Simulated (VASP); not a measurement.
Set up this calculation in VASP 6.6.1, as the native input.

```
Task                   : relaxation of cell and atoms
Functional             : LDA
Potentials or basis    : VASP PAW LDA potentials, release 64 (Cd)
Cutoff                 : 600 eV
k mesh                 : 6 × 6 × 6
Occupations            : gaussian, width 0.05 eV
Spin                   : no spin polarisation
Target pressure        : 45 GPa
Dipole correction      : no
Further INCAR settings : ALGO = Normal; EDIFF = 1e-07; IBRION = 2; EDIFFG = -0.03; NSW = 80; ISIF = 3
```

The structure of Cd lies in POSCAR:

```
Cd
1.0
    0.0000000000      3.0400000000      3.0400000000
    3.0400000000      0.0000000000      3.0400000000
    3.0400000000      3.0400000000      0.0000000000
Cd
2
Direct
    0.0000000000      0.0000000000      0.0000000000
    0.2500000000      0.2500000000      0.2500000000
```

This isn't the form of Cd at room conditions, which is hcp.

One way to write it, as run:

INCAR

```
  PREC = Accurate
  ENCUT = 600
  EDIFF = 1E-7
  ISMEAR = 0
  SIGMA = 0.05
  LREAL = False
  LASPH = True
  NELM = 80
  ALGO = Normal
  ISIF = 3
  LWAVE = False
  LCHARG = False
  GGA = CA
  IBRION = 2
  NSW = 80
  EDIFFG = -0.03
  PSTRESS = 450.0
```

KPOINTS

```
Automatic mesh
0
Gamma
  6 6 6
```

Potentials or basis: VASP PAW LDA potentials, release 64 (Cd).

The run is started by

```sh
$ cat potpaw_LDA.64/Cd/POTCAR > POTCAR
$ mpirun -np 1 vasp_std > vasp.out
```

It gave:

```json
{
  "Relaxed volume": "20.31 Å³/atom",
  "Relaxed cell": "a = 3.859 Å, b = 3.859 Å, c = 3.859 Å, α = 60.00°, β = 60.00°, γ = 60.00°",
  "Space group after relaxing (to 0.1 Å)": "Fd-3m (No. 227)",
  "Energy change on relaxing (the run minimises the enthalpy)": "+957.8 meV/atom",
  "Ionic steps": "9",
  "Pressure after relaxing": "45.0 GPa",
  "Band gap on the k mesh": "zero (bands 12 and 13 overlap by 9.04 eV)"
}
```

Caveat: the cell is relaxed towards a set pressure, so the run minimises the enthalpy, not the energy; the volume moved by over 15 % at a fixed basis, so the end points are rough.

It took 3.1 min on 1 thread of Intel Xeon 8259CL, with other jobs on the host, peak memory 0.19 GiB.
